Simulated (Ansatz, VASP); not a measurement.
**SiC in VASP and in Ansatz**

The input INCAR:

```
SYSTEM = SiC
PREC = Accurate
ENCUT = 520
EDIFF = 1E-6
ISMEAR = 0
SIGMA = 0.01
LREAL = .False.
LASPH = .True.
NELM = 60
ALGO = Normal
ISIF = 2
LWAVE = .False.
LCHARG = .False.
GGA = CA
NBANDS = 16
```

Contents of KPOINTS:

```
regular mesh
0
Gamma
  8 8 4
  0 0 0
```

POSCAR

```
SiC
1.0
    3.0161620823      0.0000000000      0.0000000000
   -1.5080810412      2.6120729852      0.0000000000
    0.0000000000      0.0000000000      4.9477609334
Si C
2 2
Direct
    0.3333333333      0.6666666667      0.0045963510
    0.6666666667      0.3333333333      0.5045963510
    0.3333333333      0.6666666667      0.3804036490
    0.6666666667      0.3333333333      0.8804036490
```

Input for Ansatz:

```yaml
crystal:
  lattice:
    - [3.0161620823, 0.0, 0.0]
    - [-1.50808104115, 2.6120729852, 0.0]
    - [0.0, 0.0, 4.94776093339]
  atoms:
    - { symbol: Si, position: [0.333333333333, 0.666666666667, 0.004596350981] }
    - { symbol: Si, position: [0.666666666667, 0.333333333333, 0.504596350981] }
    - { symbol: C, position: [0.333333333333, 0.666666666667, 0.380403649019] }
    - { symbol: C, position: [0.666666666667, 0.333333333333, 0.880403649019] }
kpoints:
  mp_grid: { grid: [8, 8, 4] }
scf:
  occupations: { method: fixed }
  convergence: { dr2_threshold: 1.0e-10 }
hamiltonian:
  xc: lda
  pseudopotentials: { kind: all_electron, lapw: { basis_error: 0.0005 } }
output:
  forces: true
  stress: true
  eigenstates:
    kpoints:
      - [0.0, 0.0, 0.0]
      - [-0.666666667, 0.333333333, 0.0]
      - [0.5, -0.5, 0.0]
      - [0.0, 0.5, 0.0]
      - [0.5, 0.0, 0.0]
      - [0.0, 0.0, -0.5]
      - [-0.5, 0.0, -0.5]
      - [-0.5, 0.5, -0.5]
      - [0.0, -0.5, -0.5]
  eigenvalues: true
```

Alike in both runs: task single point; functional LDA; k mesh 8 × 8 × 4; no spin polarisation.

```csv
,VASP,Ansatz
version,VASP 6.6.1,Ansatz 0.2.0
potentials or method,"VASP PAW LDA potentials, release 64 (Si, C), cutoff 520 eV","all-electron LAPW, scalar-relativistic"
occupations,"gaussian, width 0.01 eV",fixed
```

VASP gave:

| Quantity | Value |
| --- | --- |
| gap on the k mesh at the Fermi level (eV) | 2.32 |
| pressure (GPa) | 10.4 |

Estimate Ansatz's values.

gap on the k mesh at the Fermi level (eV): 2.33; pressure (GPa): 10.0.

LDA's correlation is that of Perdew and Zunger in VASP and of Perdew and Wang (1992) in Ansatz. Ansatz ran all-electron here, and VASP with PAW potentials.
